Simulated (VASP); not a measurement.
Input of a VASP 6.6.1 run:

File POSCAR:

```
AlN
1.0
    0.0000000000      2.1544765148      2.1544765148
    2.1544765148      0.0000000000      2.1544765148
    2.1544765148      2.1544765148      0.0000000000
Al N
1 1
Direct
    0.0000000000      0.0000000000      0.0000000000
    0.2500000000      0.2500000000      0.2500000000
```

Contents of INCAR.step1:

```
PREC     = Accurate       # precision mode
ENCUT    = 520            # plane-wave cutoff, eV
EDIFF    = 1E-5           # SCF threshold, eV
ISMEAR   = -1             # smearing method
SIGMA    = 0.05           # smearing width, eV
LREAL    = False          # projectors in reciprocal space
LASPH    = True           # aspherical terms in the spheres
NELM     = 100            # most SCF steps
ALGO     = Normal         # electronic algorithm
ISIF     = 2              # what is computed and relaxed
LWAVE    = True           # write WAVECAR
LCHARG   = False          # write CHGCAR
NBANDS   = 11             # bands
GGA      = PE             # functional
```

INCAR.step2

```
PREC     = Accurate       # precision mode
ENCUT    = 520            # plane-wave cutoff, eV
EDIFF    = 1E-6           # SCF threshold, eV
ISMEAR   = -1             # smearing method
SIGMA    = 0.05           # smearing width, eV
LREAL    = False          # projectors in reciprocal space
LASPH    = True           # aspherical terms in the spheres
NELM     = 100            # most SCF steps
ALGO     = Normal         # electronic algorithm
ISIF     = 2              # what is computed and relaxed
LWAVE    = False          # write WAVECAR
LCHARG   = False          # write CHGCAR
GGA      = PE             # functional
LHFCALC  = True           # exact exchange
AEXX     = 1.0            # exact-exchange fraction
ALDAC    = 0.0          
AGGAC    = 0.0          
PRECFOCK = Normal       
NBANDS   = 11             # bands
ISTART   = 1
```

KPOINTS

```
regular mesh
0
Gamma
  5 5 5
```

Potentials or basis: VASP PAW PBE potentials, release 64 (Al, N).

Launch:

```bash
$ cat potpaw_PBE.64/Al/POTCAR potpaw_PBE.64/N/POTCAR > POTCAR
$ cp INCAR.step1 INCAR
$ mpirun -np 1 vasp_std > vasp.out
$ cp INCAR.step2 INCAR
$ mpirun -np 1 vasp_std > vasp.out
```

Question: Predict the pressure.

Answer: 8.1 GPa.

Question: What does it give for the band gap on the k mesh?

Answer: 12.94 eV, direct.

Caveat: the k points lie up to 0.51 Å⁻¹ apart; the PAW data sets were made with another functional, which shifts forces and pressure a little. A k mesh can miss the band edges.
